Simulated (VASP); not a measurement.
Here is a VASP 6.6.1 calculation.

INCAR

```
SYSTEM = TePt
PREC     = Accurate       ! precision mode
ENCUT    = 600            ! plane-wave cutoff, eV
EDIFF    = 1E-7           ! SCF threshold, eV
ISMEAR   = 0              ! smearing method
SIGMA    = 0.1            ! smearing width, eV
LREAL    = .False.        ! projectors in reciprocal space
LASPH    = .True.         ! aspherical terms in the spheres
NELM     = 80             ! most SCF steps
ALGO     = Fast           ! electronic algorithm
ISIF     = 3              ! what is computed and relaxed
LWAVE    = .False.        ! write WAVECAR
LCHARG   = .False.        ! write CHGCAR
GGA      = PS             ! functional
IBRION   = 2              ! ionic algorithm
NSW      = 70             ! ionic steps
EDIFFG   = -0.008         ! ionic threshold
PSTRESS  = -10.0
```

File KPOINTS:

```
regular mesh
0
Gamma
  12 12 8
  0 0 0
```

File POSCAR:

```
TePt
1.0
    4.2369851564      0.0000000000      0.0000000000
   -2.1184925782      3.6693367809      0.0000000000
    0.0000000000      0.0000000000      5.5598075803
Te Pt
2 2
Direct
    0.3333333333      0.6666666667      0.2500000000
    0.6666666667      0.3333333333      0.7500000000
    0.0000000000      0.0000000000      0.0000000000
    0.0000000000      0.0000000000      0.5000000000
```

Potentials or basis: VASP PAW PBE potentials, release 64 (Te, Pt).

The run is started by

```bash
$ cat potpaw_PBE.64/Te/POTCAR potpaw_PBE.64/Pt/POTCAR > POTCAR
$ mpirun -np 1 vasp_std > vasp.out
```

Q: What does it give for the space group after relaxing (to 0.1 Å)?

A: P6_3/mmc (No. 194).

Q: Estimate the band gap on the k mesh.

A: Zero (bands 16 and 17 overlap by 1.40 eV).

Q: Estimate the relaxed volume.

A: 21.54 Å³/atom.

Step by step:
```tsv
step	energy change (eV)	largest force (eV/Å)	pressure (GPa)	volume (Å³)
1	0.0000	0.0000	-1.42	86.44
2	-0.0039	0.0000	-0.32	85.72
3	-0.0021	0.0000	-0.99	86.16
```

Caveat: the cell is relaxed towards a set pressure, so the run minimises the enthalpy, not the energy; the PAW data sets were made with another functional, which shifts forces and pressure a little; spin-orbit coupling is left out, which moves the levels of the heavy elements.
